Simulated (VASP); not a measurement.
Wanted: the native input for a VASP 6.6.1 run.

```
Task                   : single point
Functional             : PBEsol
Potentials or basis    : VASP PAW PBE potentials, release 64 (O)
Cutoff                 : 520 eV
k mesh                 : 1 × 1 × 1
Occupations            : methfessel-paxton, width 0.02 eV
Spin                   : collinear spin, ferromagnetic start
Starting moments       : [1.0, 1.0] μB
Dipole correction      : no
Further INCAR settings : ALGO = Normal; EDIFF = 1e-06; NBANDS = 17
```

The structure of O2 lies in POSCAR:

```
O
1.0
    9.0000000000      0.0000000000      0.0000000000
    0.0000000000      9.5000000000      0.0000000000
    0.0000000000      0.0000000000     10.0000000000
O
2
Direct
    0.5000000000      0.5000000000      0.4395255606
    0.5000000000      0.5000000000      0.5604744394
```

The input as run:

INCAR

```
SYSTEM = O
ALGO = Normal ; EDIFF = 1E-6
ENCUT = 520 ; GGA = PS
ISIF = 2 ; ISMEAR = 1
ISPIN = 2 ; LASPH = .True.
LCHARG = .True. ; LELF = .True.
LORBIT = 11 ; LREAL = .False.
LVHAR = .True. ; LWAVE = .False.
MAGMOM = 1 1 ; NBANDS = 17
NELM = 150 ; PREC = Accurate
SIGMA = 0.02
```

KPOINTS

```
k-points
0
Gamma
  1 1 1
  0 0 0
```

Potentials or basis: VASP PAW PBE potentials, release 64 (O).

The run is started by

```bash
$ cat potpaw_PBE.64/O/POTCAR > POTCAR
$ mpirun -np 1 vasp_gam > vasp.out
```

Results of the run:

```yaml
Largest_force: 1.426 eV/Å
Gap_between_the_frontier_levels: 2.26 eV
Net_moment: 2.00 μB per cell
Site_moments: O +0.81 μB
Valence_electrons_inside_the_program's_atomic_spheres: O 4.92
```

Caveat: the standard files for N, O and F lose accuracy on very short bonds; the PAW data sets were made with another functional, which shifts forces and pressure a little.

Wall time 78 s on 1 thread of Intel(R) Xeon(R) 6975P-C (Granite Rapids), with other jobs on the host, peak memory 1 GiB.
